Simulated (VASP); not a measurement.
# BP (F-43m) in VASP: a series of runs, part 2 of 2

VASP 6.6.1. The steps go on from the part before.

## Step 3: Single point, PBE (volume scaled by 0.94)

Contents of INCAR:

```
ALGO     = Normal         # electronic algorithm
EDIFF    = 1E-6           # SCF threshold, eV
ENCUT    = 520            # plane-wave cutoff, eV
GGA      = PE             # functional
ISIF     = 2              # what is computed and relaxed
ISMEAR   = 0              # smearing method
LASPH    = True           # aspherical terms in the spheres
LCHARG   = False          # write CHGCAR
LREAL    = False          # projectors in reciprocal space
LWAVE    = False          # write WAVECAR
NBANDS   = 11             # bands
NELM     = 80             # most SCF steps
PREC     = Accurate       # precision mode
SIGMA    = 0.02           # smearing width, eV
```

Contents of KPOINTS:

```
k-points
0
Gamma
  10 10 10
```

Contents of POSCAR:

```
BP
1.0
    0.0000000000      2.2277429569      2.2277429569
    2.2277429569      0.0000000000      2.2277429569
    2.2277429569      2.2277429569      0.0000000000
B P
1 1
Direct
    0.5000000000      0.5000000000      0.5000000000
    0.7500000000      0.7500000000      0.7500000000
```

Potentials or basis: VASP PAW PBE potentials, release 64 (B, P).

The run is started by

```console
$ cat potpaw_PBE.64/B/POTCAR potpaw_PBE.64/P/POTCAR > POTCAR
$ mpirun -np 1 vasp_std > vasp.out
```

OUTCAR:

```text
EDIFF = 1E-6
   ENCUT = 520
   GGA = PE
   ISIF = 2
   ISMEAR = 0
   LASPH = True
   LREAL = False
   NELM = 80
   PREC = Accurate

 ion  position               nearest neighbor table
   1  0.500  0.500  0.500-   2 1.93   2 1.93   2 1.93   2 1.93
   2  0.750  0.750  0.750-   1 1.93   1 1.93   1 1.93   1 1.93

  LATTYP: Found a face centered cubic cell.
 ALAT       =     4.4554859138

  Lattice vectors:

 A1 = (   0.0000000000,   2.2277429569,   2.2277429569)
 A2 = (   2.2277429569,   0.0000000000,   2.2277429569)
 A3 = (   2.2277429569,   2.2277429569,   0.0000000000)

Analysis of symmetry for initial positions (statically):
=====================================================================
 Subroutine PRICEL returns:
 Original cell was already a primitive cell.

 Routine SETGRP: Setting up the symmetry group for a
 face centered cubic supercell.

 Subroutine GETGRP returns: Found 24 space group operations
 (whereof 24 operations were pure point group operations)
 out of a pool of 48 trial point group operations.

The static configuration has the point symmetry T_d .

Analysis of symmetry for dynamics (positions and initial velocities):
=====================================================================
 Subroutine PRICEL returns:
 Original cell was already a primitive cell.

 Routine SETGRP: Setting up the symmetry group for a
 face centered cubic supercell.

 Subroutine GETGRP returns: Found 24 space group operations
 (whereof 24 operations were pure point group operations)
 out of a pool of 48 trial point group operations.

The dynamic configuration has the point symmetry T_d .

 Subroutine INISYM returns: Found 24 space group operations
 (whereof 24 operations are pure point group operations),
 and found     1 'primitive' translations

----------------------------------------------------------------------------------------

                                     Primitive cell

  volume of cell :      22.1119

  direct lattice vectors                    reciprocal lattice vectors
     0.000000000  2.227742957  2.227742957    -0.224442411  0.224442411  0.224442411
     2.227742957  0.000000000  2.227742957     0.224442411 -0.224442411  0.224442411
     2.227742957  2.227742957  0.000000000     0.224442411  0.224442411 -0.224442411

  length of vectors
     3.150504303  3.150504303  3.150504303     0.388745659  0.388745659  0.388745659

  position of ions in fractional coordinates (direct lattice)
     0.500000000  0.500000000  0.500000000
     0.750000000  0.750000000  0.750000000

  ion indices of the primitive-cell ions
   primitive index   ion index
                 1           1
                 2           2

----------------------------------------------------------------------------------------

 KPOINTS: k-points

Automatic generation of k-mesh.
 Grid dimensions read from file:
 generate k-points for:   10   10   10

 Generating k-lattice:

  Cartesian coordinates                     Fractional coordinates (reciprocal lattice)
    -0.022444241  0.022444241  0.022444241     0.100000000  0.000000000  0.000000000
     0.022444241 -0.022444241  0.022444241     0.000000000  0.100000000  0.000000000
     0.022444241  0.022444241 -0.022444241     0.000000000  0.000000000  0.100000000

  Length of vectors
     0.038874566  0.038874566  0.038874566

  Shift w.r.t. Gamma in fractional coordinates (k-lattice)
     0.000000000  0.000000000  0.000000000

 Subroutine IBZKPT returns following result:
 ===========================================

 Found     47 irreducible k-points:

 Following reciprocal coordinates:
            Coordinates               Weight
  0.000000  0.000000  0.000000      1.000000
  0.100000  0.000000  0.000000      8.000000
  0.200000  0.000000  0.000000      8.000000
  0.300000  0.000000  0.000000      8.000000
  0.400000  0.000000  0.000000      8.000000
  0.500000  0.000000  0.000000      4.000000
[... 16 lines left out ...]
  0.300000  0.300000  0.000000      6.000000
  0.400000  0.300000  0.000000     24.000000
 [... further k-points ...]
   k-points           NKPTS =     47   k-points in BZ     NKDIM =     47   number of bands    NBANDS=     11
   number of dos      NEDOS =    301   number of ions     NIONS =      2
   total plane-waves  NPLWV =  13824
   dimension x,y,z NGX =    24 NGY =   24 NGZ =   24
   dimension x,y,z NGXF=    48 NGYF=   48 NGZF=   48
   ions per type =               1   1
   NGX,Y,Z   is equivalent  to a cutoff of  12.66, 12.66, 12.66 a.u.
   NGXF,Y,Z  is equivalent  to a cutoff of  25.33, 25.33, 25.33 a.u.
 SYSTEM =  unknown system
   PREC   = accura    normal or accurate (medium, high low for compatibility)
   ISTART =      0    job   : 0-new  1-cont  2-samecut
   ICHARG =      2    charge: 1-file 2-atom 10-const
   ISPIN  =      1    spin polarized calculation?
   LNONCOLLINEAR =      F non collinear calculations
   LSORBIT =      F    spin-orbit coupling
   LASPH  =      T    aspherical Exc in radial PAW
   ENCUT  =  520.0 eV  38.22 Ry    6.18 a.u.   5.86  5.86  5.86*2*pi/ulx,y,z
   NELM   =     80;   NELMIN=  2; NELMDL= -5     # of ELM steps
   EDIFF  = 0.1E-05   stopping-criterion for ELM
   LREAL  =      F    real-space projection
   EDIFFG = 0.1E-04   stopping-criterion for IOM
   NSW    =      0    number of steps for IOM
   IBRION =     -1    ionic relax: 0-MD 1-quasi-New 2-CG
   NFREE  =      0    steps in history (QN), initial steepest desc. (CG)
   ISIF   =      2    stress and relaxation
   ISYM   =      2    0-nonsym 1-usesym 2-fastsym
   POTIM  = 0.5000    time-step for ionic-motion
   TEBEG  =    0.0;   TEEND  =   0.0 temperature during run
   PSTRESS=    0.0 pullay stress
   NELECT =       8.0000    total number of electrons
   NUPDOWN=      -1.0000    fix difference up-down
   EMIN   =  10.00;   EMAX   =-10.00  energy-range for DOS
   EFERMI =   0.00;   METHOD = LEGACY
   ISMEAR =     0;   SIGMA  =   0.02  broadening in eV -4-tet -1-fermi 0-gaus
   EFERMI_NEDOS =   21; number of points for ismear=-14 and -15
   IALGO  =     38    algorithm
   IMIX   =      4    mixing-type and parameters
     AMIX     =   0.40;   BMIX     =  1.00
     AMIX_MAG =   1.60;   BMIX_MAG =  1.00
  volume/ion in A,a.u.               =      11.06        74.61
  Fermi-wavevector in a.u.,A,eV,Ry     =   1.166531  2.204425 18.514745  1.360795
  Thomas-Fermi vector in A             =   2.303043
   LORBIT       =      0    0 simple, 1 ext, 2 COOP (PROOUT), +10 PAW based schemes
   GGA     = PE    functional components
   LHFCALC =     F    Hartree Fock is set to
   AEXX    =    0.0000 exact exchange contribution
   IVDW    =     0    specifies the selected vdW correction
   LEPSILON=     F    determine dielectric tensor
   LRPA    =     F    only Hartree local field effects (RPA)
 non-spin polarized calculation
 Gauss-broadening in eV      SIGMA  =   0.02
  energy-cutoff  :      520.00
  volume of cell :       22.11
 maximum number of plane-waves:       610
   NGX = 11   NGY = 11   NGZ = 11

 number of electron       8.0000001 magnetization

 Free energy of the ion-electron system (eV)
  ---------------------------------------------------
  ext. energy  EPLUGINS =         0.00000000
  ---------------------------------------------------
  free energy    TOTEN  =       -12.88513839 eV

  energy without entropy =      -12.88513839  energy(sigma->0) =      -12.88513839

 E-fermi :   8.1925     XC(G=0): -11.1457

 val. band max:        8.0961319335   @ k =   0.0000   0.0000   0.0000
 cond. band min:       9.2589797564   @ k =   0.4000   0.4000   0.0000
 fundamental gap:      1.1628478229
 Fermi energy:         8.1925192577

 k-point     1 :       0.0000    0.0000    0.0000
  band No.  band energies     occupation
      1      -7.8636      2.00000
      2       8.0961      2.00000
      3       8.0961      2.00000
      4       8.0961      2.00000
      5      11.5843      0.00000
      6      11.5843      0.00000
      7      11.5843      0.00000
      8      16.3228      0.00000
      9      19.9950      0.00000
     10      20.3858      0.00000
     11      20.3858      0.00000
[... 309 lines left out ...]
 k-point    24 :       0.4000    0.3000    0.0000
  band No.  band energies     occupation
      1      -4.7773      2.00000
      2       1.8168      2.00000
      3       3.8409      2.00000
      4       4.4077      2.00000
      5       9.8641      0.00000
      6      11.7011      0.00000
      7      17.9372      0.00000
      8      17.9890      0.00000
      9      22.7540      0.00000
     10      23.6799      0.00000
     11      25.9714      0.00000

 [... further k-points ...]
[... 5 lines left out ...]
  --------------------------------------------------------------------------------------
  -------------------------------------------------------------------------------------
  Total        1.5161831      1.5161831      1.5161831     -0.0000000      0.0000000     -0.0000000
  in kB      109.8593440    109.8593440    109.8593440     -0.0000000      0.0000000     -0.0000000
  external PRESSURE =     109.8593440 kB  Pullay stress =       0.0000000 kB

 VOLUME and BASIS-vectors are now :
 -----------------------------------------------------------------------------
  energy-cutoff  :      520.00
  volume of cell :       22.11
      direct lattice vectors                 reciprocal lattice vectors
     0.000000000  2.227742957  2.227742957    -0.224442411  0.224442411  0.224442411
     2.227742957  0.000000000  2.227742957     0.224442411 -0.224442411  0.224442411
     2.227742957  2.227742957  0.000000000     0.224442411  0.224442411 -0.224442411

 POSITION                                       TOTAL-FORCE (eV/Angst)
 -----------------------------------------------------------------------------------
      2.22774      2.22774      2.22774         0.000000      0.000000      0.000000
      3.34161      3.34161      3.34161        -0.000000     -0.000000     -0.000000
 -----------------------------------------------------------------------------------
    total drift:                                0.000000      0.000000      0.000000

  FREE ENERGIE OF THE ION-ELECTRON SYSTEM (eV)
  ---------------------------------------------------
  free  energy   TOTEN  =       -12.8851383948 eV

  energy  without entropy=      -12.8851383948  energy(sigma->0) =      -12.88513839
```

Wall time 9.2 s (1 thread of Intel Xeon 8259CL, shared host); peak memory 0.14 GiB.

Results:

* Free energy: -12.8851 eV
* Pressure: 11.0 GPa
* Band gap on the k mesh: 1.16 eV, indirect (least direct gap 3.49 eV)

Caveat: the cell differs from its parent crystal (volume scaled by 0.94). A k mesh can miss the band edges.

## Step 4: Single point, PBE (volume scaled by 0.91)

Contents of INCAR:

```
PREC = Accurate
ENCUT = 520
EDIFF = 1E-6
ISMEAR = 0
SIGMA = 0.02
LREAL = False
LASPH = True
NELM = 100
ALGO = Normal
ISIF = 2
LWAVE = False
LCHARG = False
GGA = PE
NBANDS = 11
```

Contents of KPOINTS:

```
regular mesh
0
Gamma
  10 10 10
```

Contents of POSCAR:

```
BP
1.0
    0.0000000000      2.2037868749      2.2037868749
    2.2037868749      0.0000000000      2.2037868749
    2.2037868749      2.2037868749      0.0000000000
B P
1 1
Direct
    0.5000000000      0.5000000000      0.5000000000
    0.7500000000      0.7500000000      0.7500000000
```

The run is started by

```console
$ cat potpaw_PBE.64/B/POTCAR potpaw_PBE.64/P/POTCAR > POTCAR
$ mpirun -np 1 vasp_std > vasp.out
```

Run time: 10 s. Hardware: 1 thread of Intel Xeon 8259CL, shared host; peak memory 0.13 GiB.

It converged, with:

- Free energy: -12.8214 eV
- Pressure: 17.9 GPa
- Band gap on the k mesh: 1.12 eV, indirect (least direct gap 3.55 eV)

Levels at points of the mesh, in eV from the valence-band top:
```tsv
k point	band 1	band 2	band 3	band 4	band 5	band 6	band 7	band 8	band 9
(0.00, 0.00, 0.00)	-16.26	0.00	0.00	0.00	3.55	3.55	3.55	8.74	12.14
(0.50, 0.00, 0.00)	-12.59	-9.68	-1.86	-1.86	4.32	4.77	4.77	10.43	15.21
(0.50, 0.50, 0.00)	-10.93	-9.04	-4.43	-4.43	1.15	1.58	12.96	12.96	16.33
```

Caveat: the cell differs from its parent crystal (volume scaled by 0.91). A k mesh can miss the band edges.

## Step 5: Single point, PBE

This run uses another cell than the first one, of 11.76 Å³/atom, 1.136 times its volume.

Contents of INCAR:

```
  ALGO = Normal
  EDIFF = 1E-7
  ENCUT = 520
  GGA = PE
  ISIF = 2
  ISMEAR = 0
  LASPH = True
  LCHARG = False
  LREAL = False
  LWAVE = False
  NBANDS = 11
  NELM = 100
  PREC = Accurate
  SIGMA = 0.02
```

Contents of KPOINTS:

```
k-points
0
Gamma
  10 10 10
```

Contents of POSCAR:

```
BP
1.0
    0.0000000000      2.2741675664      2.2741675664
    2.2741675664      0.0000000000      2.2741675664
    2.2741675664      2.2741675664      0.0000000000
B P
1 1
Direct
    0.5000000000      0.5000000000      0.5000000000
    0.7500000000      0.7500000000      0.7500000000
```

The run is started by

```console
$ cat potpaw_PBE.64/B/POTCAR potpaw_PBE.64/P/POTCAR > POTCAR
$ mpirun -np 1 vasp_std > vasp.out
```

It took 12 s on 1 thread of Intel Xeon 8259CL, shared host; peak memory 0.13 GiB.

Results (log left out):

```yaml
Free_energy: -12.9309 eV
Pressure: -0.2 GPa
Band_gap_on_the_k_mesh: 1.25 eV, indirect (least direct gap 3.39 eV)
```

Levels at points of the mesh, in eV from the valence-band top:
| k point | band 1 | band 2 | band 3 | band 4 | band 5 | band 6 | band 7 | band 8 | band 9 |
| --- | --- | --- | --- | --- | --- | --- | --- | --- | --- |
| (0.00, 0.00, 0.00) | -15.40 | 0.00 | 0.00 | 0.00 | 3.39 | 3.39 | 3.39 | 7.27 | 11.47 |
| (0.50, 0.00, 0.00) | -12.10 | -8.98 | -1.75 | -1.75 | 3.74 | 4.71 | 4.71 | 10.10 | 14.58 |
| (0.50, 0.50, 0.00) | -10.58 | -8.55 | -4.09 | -4.09 | 1.35 | 1.67 | 12.06 | 12.06 | 15.15 |

A k mesh can miss the band edges. As with any semilocal functional, this PBE gap is likely too small.

## Step 6: Summary

```tsv
cell	gap on the mesh (eV)	pressure (GPa)
a = 3.082 Å, angles 60.0°, 2 atoms	1.07	26.0
a = 3.151 Å, angles 60.0°, 2 atoms	1.16	11.0
a = 3.117 Å, angles 60.0°, 2 atoms	1.12	17.9
a = 3.216 Å, angles 60.0°, 2 atoms	1.25	-0.2
```

Alike in all rows: task single point; level PBE; potentials or basis VASP PAW PBE potentials, release 64 (B, P); no spin polarisation; k mesh 10 × 10 × 10; cutoff (eV) 520; smearing gaussian 0.02 eV.

Total energies depend on the potentials used, so only differences within one code and one set of settings carry meaning.
